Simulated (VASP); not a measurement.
CS3:

```
CELL_PARAMETERS angstrom
-2.75781 2.75781 2.75781
2.75781 -2.75781 2.75781
2.75781 2.75781 -2.75781
ATOMIC_POSITIONS crystal
C 0.00000 0.00000 0.00000
S 0.00000 0.50000 0.50000
S 0.50000 0.00000 0.50000
S 0.50000 0.50000 0.00000
```

- Program: VASP 6.6.1
- Task: relaxation of cell and atoms
- Functional: PBE
- Dispersion: D3(BJ)
- Potentials or basis: VASP PAW PBE potentials, release 64 (C, S)
- Cutoff: 600 eV
- k mesh: 4 × 4 × 4
- Occupations: gaussian, width 0.1 eV
- Spin: collinear spin, ferromagnetic start
- Starting moments: [1.0, 0.0, 0.0, 0.0] μB

At the start: pressure -17.1 GPa; volume 20.97 Å³/atom.

Task: Where does the relaxation end?

Result: Over 8 steps the energy falls by 591.6 meV/atom and the volume is 13.22 Å³/atom (-37.0 %); space group Im-3m (No. 229, to 0.05 Å); moment 0.00 μB per cell.

Step by step:
```tsv
step	energy change (eV)	largest force (eV/Å)	pressure (GPa)	volume (Å³)
1	0.0000	0.0000	-17.13	83.90
2	-2.1594	0.0000	-9.41	59.50
3	-2.3469	0.0000	4.74	51.45
4	-2.3605	0.0000	-1.90	53.81
5	-2.3659	0.0000	-0.50	53.11
6	-2.3655	0.0000	0.80	52.59
7	-2.3659	0.0000	-0.53	53.12
8	-2.3663	0.0000	0.00	52.89
```

Final structure:
```xyz
4
Lattice="-2.3647 2.3647 2.3647 2.3647 -2.3647 2.3647 2.3647 2.3647 -2.3647" Properties=species:S:1:pos:R:3 pbc="T T T"
C     0.0000    0.0000    0.0000
S     2.3647    0.0000    0.0000
S     0.0000    2.3647    0.0000
S     0.0000    0.0000    2.3647
```

Caveat: the k points lie up to 0.47 Å⁻¹ apart in the final cell; the volume moved by over 15 % at a fixed basis, so the end points are rough.
